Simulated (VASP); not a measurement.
NaCl: single point with PBE

The system is NaCl.

```
CELL_PARAMETERS angstrom
0.00000 2.80273 2.80273
2.71669 0.00000 2.80273
2.71669 2.80273 0.00000
ATOMIC_POSITIONS crystal
Na 0.00000 0.00000 0.00000
Cl 0.50000 0.50000 0.50000
```

This cell differs from its parent crystal: uniaxial x strain -3.1%.

```yaml
Program: VASP 6.6.1
Task: single point
Functional: PBE
Potentials_or_basis: VASP PAW PBE potentials, release 64 (Na_pv, Cl)
Cutoff: 520 eV
k_mesh: 8 × 8 × 8
Occupations: fermi-dirac, width 0.02 eV
Spin: no spin polarisation
```

```
Pressure               : 2.3 GPa
Band gap on the k mesh : 5.30 eV
```

Stress tensor (GPa, compression positive):
```
3.52 0.00 0.00
0.00 1.70 0.00
0.00 0.00 1.70
```

Levels at points of the mesh, in eV from the valence-band top:
```csv
k point,band 5,band 6,band 7,band 8,band 9,band 10
"(0.00, 0.00, 0.00)",-0.02,0.00,0.00,5.30,11.09,11.09
"(0.50, 0.00, 0.00)",-2.09,-0.32,-0.28,7.35,10.92,11.03
"(0.50, 0.50, 0.00)",-1.81,-0.68,-0.58,7.68,8.07,11.57
"(0.00, 0.50, 0.50)",-1.78,-0.70,-0.70,7.67,7.95,11.87
```

It took 56 s on 1 thread of Intel Xeon 8259CL, on a shared host, peak memory 0.18 GiB.

Caveat: the cell differs from its parent crystal (uniaxial x strain -3.1%).
